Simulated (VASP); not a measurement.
Write the native input for VASP 6.6.1 that does the following.

| Item | Value |
| --- | --- |
| Task | single point |
| Functional | LDA |
| Potentials or basis | VASP PAW LDA potentials, release 64 (B, N) |
| Cutoff | 600 eV |
| k mesh | 12 × 12 × 12 |
| Occupations | gaussian, width 0.05 eV |
| Spin | no spin polarisation |
| Dipole correction | no |
| Further INCAR settings | ALGO = Normal; EDIFF = 1e-06; NBANDS = 11 |

The structure of BN lies in POSCAR:

```
BN
1.0
    1.2511217832      0.7223354983      3.2380170272
   -1.2511217832      0.7223354983      3.2380170272
    0.0000000000     -1.4446709967      3.2380170272
B N
1 1
Direct
    0.9996712000      0.9996712000      0.9996712000
    0.3327618000      0.3327618000      0.3327618000
```

This cell differs from its parent crystal: strain +0.000 along x and y, -0.040 along z.

The input as run:

INCAR

```
PREC = Accurate ; ENCUT = 600
EDIFF = 1E-6 ; ISMEAR = 0
SIGMA = 0.05 ; LREAL = False
LASPH = True ; NELM = 120
ALGO = Normal ; ISIF = 2
LWAVE = False ; LCHARG = True
GGA = CA ; LELF = True
LVHAR = True ; NBANDS = 11
GGA_COMPAT = False
```

KPOINTS

```
Automatic mesh
0
Gamma
  12 12 12
```

Potentials or basis: VASP PAW LDA potentials, release 64 (B, N).

Launch:

```sh
$ cat potpaw_LDA.64/B/POTCAR potpaw_LDA.64/N/POTCAR > POTCAR
$ mpirun -np 1 vasp_std > vasp.out
```

Results of the run:

```
Pressure               : -3.8 GPa
Largest force          : 0.017 eV/Å
Band gap on the k mesh : 4.00 eV, indirect (least direct gap 4.56 eV)
```

Caveat: the cell differs from its parent crystal (strain +0.000 along x and y, -0.040 along z).

It took 68 s on 1 thread of Intel(R) Xeon(R) Platinum 8375C CPU @ 2.90GHz (Ice Lake), on a shared host, peak memory 0.16 GiB.
